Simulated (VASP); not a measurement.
Crystal: BN.

```
CELL_PARAMETERS angstrom
2.53680 0.00000 0.00000
-1.26840 2.19693 0.00000
0.00000 0.00000 4.19849
ATOMIC_POSITIONS crystal
N 0.33333 0.66667 0.12528
N 0.66667 0.33333 0.62528
B 0.33333 0.66667 0.49972
B 0.66667 0.33333 0.99972
```

Base run:

| Quantity | Value |
| --- | --- |
| Program | VASP 6.6.1 |
| Functional | r2SCAN |
| Potentials or basis | VASP PAW PBE potentials, release 64 (N, B) |
| Cutoff | 520 eV |
| k mesh | 12 × 12 × 6 |
| Occupations | fermi-dirac, width 0.05 eV |
| Spin | no spin polarisation |

Its results: band gap on the k mesh 5.70 eV, indirect (least direct gap 9.02 eV); pressure 4.3 GPa; largest force 0.006 eV/Å.

Q: The run is repeated on the same cell with these changes: functional from r2SCAN to LDA; potentials or basis from VASP PAW PBE potentials, release 64 (N, B) to VASP PAW LDA potentials, release 64 (N, B). What comes out?

A: Band gap on the k mesh 4.93 eV, indirect (least direct gap 8.20 eV); pressure -5.5 GPa; largest force 0.006 eV/Å.

Caveats: the PAW data sets were made with another functional, which shifts forces and pressure a little (some runs).

A k mesh can miss the band edges.
